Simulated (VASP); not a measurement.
# ZrB2 (P6/mmm) in VASP: single point with PBEsol

Aim: the single point of ZrB2 with PBEsol.

Everything below comes from runs of VASP 6.6.1. Logs are shortened: lines on timing, memory, paths and dates and some standing lists are left out, and cuts for length are marked.

### Step 1. The cell of the first run

Symmetry: P6/mmm, No. 191, hexagonal system. The conventional cell has a = 3.155 Å, b = 3.155 Å, c = 3.507 Å, α = 90.00°, β = 90.00°, γ = 120.00°. Zr (site symmetry 6/mmm) has 12 B at 2.53 Å and 6 Zr at 3.15 Å within 3.3 Å. Within 2.4 Å of B (site symmetry -6m2) lie 3 B at 1.82 Å.

### Step 2. Single point, PBEsol

INCAR reads:

```
PREC     = Accurate       # precision mode
ENCUT    = 520            # plane-wave cutoff, eV
EDIFF    = 1E-6           # SCF threshold, eV
ISMEAR   = 0              # smearing method
SIGMA    = 0.15           # smearing width, eV
LREAL    = False          # projectors in reciprocal space
LASPH    = True           # aspherical terms in the spheres
NELM     = 80             # most SCF steps
ALGO     = Normal         # electronic algorithm
ISIF     = 2              # what is computed and relaxed
LWAVE    = False          # write WAVECAR
LCHARG   = False          # write CHGCAR
GGA      = PS             # functional
NBANDS   = 16             # bands
```

KPOINTS reads:

```
Automatic mesh
0
Gamma
  15 15 12
```

POSCAR reads:

```
ZrB2
1.0
    3.1548382285      0.0000000000      0.0000000000
   -1.5774191143      2.7321700507      0.0000000000
    0.0000000000      0.0000000000      3.5067416443
Zr B
1 2
Direct
    0.0000000000      0.0000000000      0.0000000000
    0.3333333333      0.6666666667      0.5000000000
    0.6666666667      0.3333333333      0.5000000000
```

Potentials or basis: VASP PAW PBE potentials, release 64 (Zr_sv, B).

The run is started by

```console
cat potpaw_PBE.64/Zr_sv/POTCAR potpaw_PBE.64/B/POTCAR > POTCAR
mpirun -np 1 vasp_std > vasp.out
```

OUTCAR:

```text
PREC = Accurate
   ENCUT = 520
   EDIFF = 1E-6
   ISMEAR = 0
   LREAL = False
   LASPH = True
   NELM = 80
   ISIF = 2
   GGA = PS

 ion  position               nearest neighbor table
   1  0.000  0.000  0.000-   2 2.53   3 2.53   2 2.53   3 2.53   3 2.53   3 2.53   2 2.53   2 2.53
                             3 2.53   3 2.53   2 2.53   2 2.53
   2  0.333  0.667  0.500-   3 1.82   3 1.82   3 1.82   1 2.53   1 2.53   1 2.53   1 2.53   1 2.53
                             1 2.53
   3  0.667  0.333  0.500-   2 1.82   2 1.82   2 1.82   1 2.53   1 2.53   1 2.53   1 2.53   1 2.53
                             1 2.53

  LATTYP: Found a hexagonal cell.
 ALAT       =     3.1548382285
 C/A-ratio  =     1.1115440445

  Lattice vectors:

 A1 = (   3.1548382285,   0.0000000000,   0.0000000000)
 A2 = (  -1.5774191143,   2.7321700507,   0.0000000000)
 A3 = (   0.0000000000,   0.0000000000,   3.5067416443)

Analysis of symmetry for initial positions (statically):
=====================================================================
 Subroutine PRICEL returns:
 Original cell was already a primitive cell.

 Routine SETGRP: Setting up the symmetry group for a
 hexagonal supercell.

 Subroutine GETGRP returns: Found 24 space group operations
 (whereof 24 operations were pure point group operations)
 out of a pool of 24 trial point group operations.

The static configuration has the point symmetry D_6h.

Analysis of symmetry for dynamics (positions and initial velocities):
=====================================================================
 Subroutine PRICEL returns:
 Original cell was already a primitive cell.

 Routine SETGRP: Setting up the symmetry group for a
 hexagonal supercell.

 Subroutine GETGRP returns: Found 24 space group operations
 (whereof 24 operations were pure point group operations)
 out of a pool of 24 trial point group operations.

The dynamic configuration has the point symmetry D_6h.

 Subroutine INISYM returns: Found 24 space group operations
 (whereof 24 operations are pure point group operations),
 and found     1 'primitive' translations

----------------------------------------------------------------------------------------

                                     Primitive cell

  volume of cell :      30.2266

  direct lattice vectors                    reciprocal lattice vectors
     3.154838229  0.000000000  0.000000000     0.316973463  0.183004714  0.000000000
    -1.577419114  2.732170051  0.000000000     0.000000000  0.366009429  0.000000000
     0.000000000  0.000000000  3.506741644     0.000000000  0.000000000  0.285165005

  length of vectors
     3.154838229  3.154838229  3.506741644     0.366009429  0.366009429  0.285165005

  position of ions in fractional coordinates (direct lattice)
     0.000000000  0.000000000  0.000000000
     0.333333333  0.666666667  0.500000000
     0.666666667  0.333333333  0.500000000

  ion indices of the primitive-cell ions
   primitive index   ion index
                 1           1
                 2           2
                 3           3

----------------------------------------------------------------------------------------

 KPOINTS: Automatic mesh

Automatic generation of k-mesh.
 Grid dimensions read from file:
 generate k-points for:   15   15   12

 Generating k-lattice:

  Cartesian coordinates                     Fractional coordinates (reciprocal lattice)
     0.021131564  0.012200314  0.000000000     0.066666667  0.000000000  0.000000000
     0.000000000  0.024400629  0.000000000     0.000000000  0.066666667  0.000000000
     0.000000000  0.000000000  0.023763750     0.000000000  0.000000000  0.083333333

  Length of vectors
     0.024400629  0.024400629  0.023763750

  Shift w.r.t. Gamma in fractional coordinates (k-lattice)
     0.000000000  0.000000000  0.000000000

 Subroutine IBZKPT returns following result:
 ===========================================

 Found    189 irreducible k-points:

 Following reciprocal coordinates:
            Coordinates               Weight
  0.000000  0.000000  0.000000      1.000000
  0.066667  0.000000  0.000000      6.000000
  0.133333  0.000000  0.000000      6.000000
  0.200000 -0.000000  0.000000      6.000000
  0.266667  0.000000  0.000000      6.000000
  0.333333  0.000000  0.000000      6.000000
[... 16 lines left out ...]
  0.333333  0.200000  0.000000     12.000000
  0.400000  0.200000  0.000000      6.000000
 [... further k-points ...]
   k-points           NKPTS =    189   k-points in BZ     NKDIM =    189   number of bands    NBANDS=     16
   number of dos      NEDOS =    301   number of ions     NIONS =      3
   total plane-waves  NPLWV =  16128
   dimension x,y,z NGX =    24 NGY =   24 NGZ =   28
   dimension x,y,z NGXF=    48 NGYF=   48 NGZF=   56
   ions per type =               1   2
   NGX,Y,Z   is equivalent  to a cutoff of  12.65, 12.65, 13.27 a.u.
   NGXF,Y,Z  is equivalent  to a cutoff of  25.29, 25.29, 26.55 a.u.
 SYSTEM =  unknown system
   PREC   = accura    normal or accurate (medium, high low for compatibility)
   ISTART =      0    job   : 0-new  1-cont  2-samecut
   ICHARG =      2    charge: 1-file 2-atom 10-const
   ISPIN  =      1    spin polarized calculation?
   LNONCOLLINEAR =      F non collinear calculations
   LSORBIT =      F    spin-orbit coupling
   LASPH  =      T    aspherical Exc in radial PAW
   ENCUT  =  520.0 eV  38.22 Ry    6.18 a.u.   5.87  5.87  6.52*2*pi/ulx,y,z
   NELM   =     80;   NELMIN=  2; NELMDL= -5     # of ELM steps
   EDIFF  = 0.1E-05   stopping-criterion for ELM
   LREAL  =      F    real-space projection
   EDIFFG = 0.1E-04   stopping-criterion for IOM
   NSW    =      0    number of steps for IOM
   IBRION =     -1    ionic relax: 0-MD 1-quasi-New 2-CG
   NFREE  =      0    steps in history (QN), initial steepest desc. (CG)
   ISIF   =      2    stress and relaxation
   ISYM   =      2    0-nonsym 1-usesym 2-fastsym
   POTIM  = 0.5000    time-step for ionic-motion
   TEBEG  =    0.0;   TEEND  =   0.0 temperature during run
   PSTRESS=    0.0 pullay stress
   NELECT =      18.0000    total number of electrons
   NUPDOWN=      -1.0000    fix difference up-down
   EMIN   =  10.00;   EMAX   =-10.00  energy-range for DOS
   EFERMI =   0.00;   METHOD = LEGACY
   ISMEAR =     0;   SIGMA  =   0.15  broadening in eV -4-tet -1-fermi 0-gaus
   EFERMI_NEDOS =   21; number of points for ismear=-14 and -15
   IALGO  =     38    algorithm
   IMIX   =      4    mixing-type and parameters
     AMIX     =   0.40;   BMIX     =  1.00
     AMIX_MAG =   1.60;   BMIX_MAG =  1.00
  volume/ion in A,a.u.               =      10.08        67.99
  Fermi-wavevector in a.u.,A,eV,Ry     =   1.377324  2.602765 25.810545  1.897022
  Thomas-Fermi vector in A             =   2.502488
   LORBIT       =      0    0 simple, 1 ext, 2 COOP (PROOUT), +10 PAW based schemes
   GGA     = PS    functional components
   LHFCALC =     F    Hartree Fock is set to
   AEXX    =    0.0000 exact exchange contribution
   IVDW    =     0    specifies the selected vdW correction
   LEPSILON=     F    determine dielectric tensor
   LRPA    =     F    only Hartree local field effects (RPA)
 non-spin polarized calculation
 Gauss-broadening in eV      SIGMA  =   0.15
  energy-cutoff  :      520.00
  volume of cell :       30.23
 maximum number of plane-waves:       831
 NGX is ok and might be reduce to    24
   NGX = 11   NGY = 11   NGZ = 13

 number of electron      18.0000000 magnetization

 Free energy of the ion-electron system (eV)
  ---------------------------------------------------
  ext. energy  EPLUGINS =         0.00000000
  ---------------------------------------------------
  free energy    TOTEN  =       -26.40372477 eV

  energy without entropy =      -26.40117621  energy(sigma->0) =      -26.40245049

 E-fermi :  10.6018     XC(G=0): -12.6183

 val. band max:       10.5760901774   @ k =   0.0667   0.0667   0.4167
 cond. band min:      10.6181901589   @ k =   0.4000   0.1333   0.0000
 fundamental gap:      0.0420999815
 Fermi energy:        10.6017979215

 k-point     1 :       0.0000    0.0000    0.0000
  band No.  band energies     occupation
      1     -37.8276      2.00000
      2     -16.0641      2.00000
      3     -15.4771      2.00000
      4     -15.4771      2.00000
      5      -2.1566      2.00000
      6       7.9422      2.00000
[... 8 lines left out ...]
     15      15.8066      0.00000
     16      15.8066      0.00000

 k-point     2 :       0.0667    0.0000    0.0000
  band No.  band energies     occupation
      1     -37.8222      2.00000
      2     -16.0561      2.00000
      3     -15.5240      2.00000
      4     -15.4872      2.00000
      5      -2.0655      2.00000
      6       7.6769      2.00000
[... 8 lines left out ...]
     15      16.2662      0.00000
     16      16.4845      0.00000

 k-point     3 :       0.1333    0.0000    0.0000
  band No.  band energies     occupation
      1     -37.8070      2.00000
      2     -16.0336      2.00000
      3     -15.6544      2.00000
      4     -15.5156      2.00000
      5      -1.7994      2.00000
      6       7.0037      2.00000
[... 8 lines left out ...]
     15      17.0054      0.00000
     16      17.6652      0.00000

 k-point     4 :       0.2000   -0.0000    0.0000
  band No.  band energies     occupation
      1     -37.7846      2.00000
      2     -16.0001      2.00000
      3     -15.8413      2.00000
      4     -15.5571      2.00000
      5      -1.3775      2.00000
      6       6.1281      2.00000
[... 8 lines left out ...]
     15      17.5227      0.00000
     16      18.3821      0.00000
[... 324 lines left out ...]
 k-point    22 :       0.2667    0.2000    0.0000
  band No.  band energies     occupation
      1     -37.7091      2.00000
      2     -16.2861      2.00000
      3     -15.8876      2.00000
      4     -15.8464      2.00000
      5       0.7007      2.00000
      6       3.9417      2.00000
[... 8 lines left out ...]
     15      18.5945      0.00000
     16      20.6216      0.00000

 k-point    23 :       0.3333    0.2000    0.0000
  band No.  band energies     occupation
      1     -37.6965      2.00000
      2     -16.3415      2.00000
      3     -15.9097      2.00000
      4     -15.8687      2.00000
      5       1.4792      2.00000
      6       3.1675      2.00000
[... 8 lines left out ...]
     15      19.7172      0.00000
     16      20.6487      0.00000

 k-point    24 :       0.4000    0.2000    0.0000
  band No.  band energies     occupation
      1     -37.6920      2.00000
      2     -16.3602      2.00000
      3     -15.9328      2.00000
      4     -15.8621      2.00000
      5       2.2288      2.00000
      6       2.4091      2.00000
[... 8 lines left out ...]
     15      20.2424      0.00000
     16      20.4173      0.00000

 [... further k-points ...]
[... 5 lines left out ...]
  --------------------------------------------------------------------------------------
  -------------------------------------------------------------------------------------
  Total        0.0627513      0.0627513      0.0641214     -0.0000000      0.0000000      0.0000000
  in kB        3.3261737      3.3261737      3.3987953     -0.0000000      0.0000000      0.0000000
  external PRESSURE =       3.3503809 kB  Pullay stress =       0.0000000 kB

 VOLUME and BASIS-vectors are now :
 -----------------------------------------------------------------------------
  energy-cutoff  :      520.00
  volume of cell :       30.23
      direct lattice vectors                 reciprocal lattice vectors
     3.154838229  0.000000000  0.000000000     0.316973463  0.183004714  0.000000000
    -1.577419114  2.732170051  0.000000000     0.000000000  0.366009429  0.000000000
     0.000000000  0.000000000  3.506741644     0.000000000  0.000000000  0.285165005

 POSITION                                       TOTAL-FORCE (eV/Angst)
 -----------------------------------------------------------------------------------
      0.00000      0.00000      0.00000         0.000000      0.000000      0.000000
     -0.00000      1.82145      1.75337         0.000000      0.000000      0.000000
      1.57742      0.91072      1.75337        -0.000000     -0.000000      0.000000
 -----------------------------------------------------------------------------------
    total drift:                               -0.000000      0.000000     -0.000000

  FREE ENERGIE OF THE ION-ELECTRON SYSTEM (eV)
  ---------------------------------------------------
  free  energy   TOTEN  =       -26.4037247678 eV

  energy  without entropy=      -26.4011762137  energy(sigma->0) =      -26.40245049
```

It took 91 s on 1 thread of Intel Xeon 8259CL, shared host; peak memory 0.21 GiB.

What came out:

```
Free energy            : -26.4037 eV
Pressure               : 0.3 GPa
Band gap on the k mesh : zero (bands 9 and 10 overlap by 0.99 eV)
```

Caveat: the PAW data sets were made with another functional, which shifts forces and pressure a little.

The gap in the log of VASP goes by the Fermi energy; the results here count the filled bands.